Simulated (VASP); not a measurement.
CsNiN: single point with PBEsol

CsNiN:

```
Cs Ni N
1.0
     5.53697    0.00000    0.00000
    -2.76848    4.79515    0.00000
     0.00000    0.00000    3.44666
Cs Ni N
1 1 1
Direct
  0.66667 0.33333 0.50000
  0.33333 0.66667 0.00000
  0.33333 0.66667 0.50000
```

* Program: VASP 6.6.1
* Task: single point
* Functional: PBEsol
* Potentials or basis: VASP PAW PBE potentials, release 64 (Cs_sv, Ni, N)
* Cutoff: 520 eV
* k mesh: 6 × 6 × 9
* Occupations: fermi-dirac, width 0.1 eV
* Spin: collinear spin, zero start
* Starting moments: [0.0, 0.0, 0.0] μB
* Fixed moment: 0 μB

```yaml
Pressure: -2.0 GPa
Net_moment: 0.00 μB per cell
Valence_electrons_inside_the_program's_atomic_spheres: Cs 6.58; Ni 9.57; N 3.60
```

Stress tensor (GPa, compression positive):
```
-1.04  0.00  0.00
 0.00 -1.04  0.00
 0.00  0.00 -3.81
```

Run time: 99 s on 1 thread of Intel(R) Xeon(R) 6975P-C (Granite Rapids), with other jobs on the host, peak memory 0.33 GiB.

Caveat: the PAW data sets were made with another functional, which shifts forces and pressure a little; the total moment is fixed, so each spin has its own Fermi level.
